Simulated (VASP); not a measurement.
Wanted: the native input for a VASP 6.6.1 run.

```yaml
Task: single point
Functional: PBE
Potentials_or_basis: VASP PAW PBE potentials, release 64 (Li_sv)
Cutoff: 520 eV
k_mesh: 17 × 17 × 17
Occupations: fermi-dirac, width 0.08 eV
Spin: no spin polarisation
Dipole_correction: no
Further_INCAR_settings: ALGO = Normal; EDIFF = 1e-06; NBANDS = 8
```

The structure of Li lies in POSCAR:

```
Li
1.0
    0.0000000000      1.9190013977      1.9190013977
    1.9190013977      0.0000000000      1.9190013977
    1.9190013977      1.9190013977      0.0000000000
Li
1
Direct
    0.0000000000      0.0000000000      0.0000000000
```

This isn't the form of Li at room conditions, which is bcc.

The input as run:

INCAR

```
SYSTEM = Li
ALGO = Normal
EDIFF = 1E-6
ENCUT = 520
GGA = PE
ISIF = 2
ISMEAR = -1
LASPH = .TRUE.
LCHARG = .TRUE.
LELF = .TRUE.
LREAL = .FALSE.
LVHAR = .TRUE.
LWAVE = .FALSE.
NBANDS = 8
NELM = 80
PREC = Accurate
SIGMA = 0.08
```

KPOINTS

```
k-points
0
G
  17 17 17
  0 0 0
```

Potentials or basis: VASP PAW PBE potentials, release 64 (Li_sv).

The run is started by

```sh
$ cat potpaw_PBE.64/Li_sv/POTCAR > POTCAR
$ mpirun -np 1 vasp_std > vasp.out
```

It gave:

```yaml
Band_gap_on_the_k_mesh: zero (an odd number of electrons rules out a gap without spin polarisation)
```

It took 11 s on 1 thread of Intel(R) Xeon(R) Platinum 8488C (Sapphire Rapids) (shared host), peak memory 0.12 GiB.
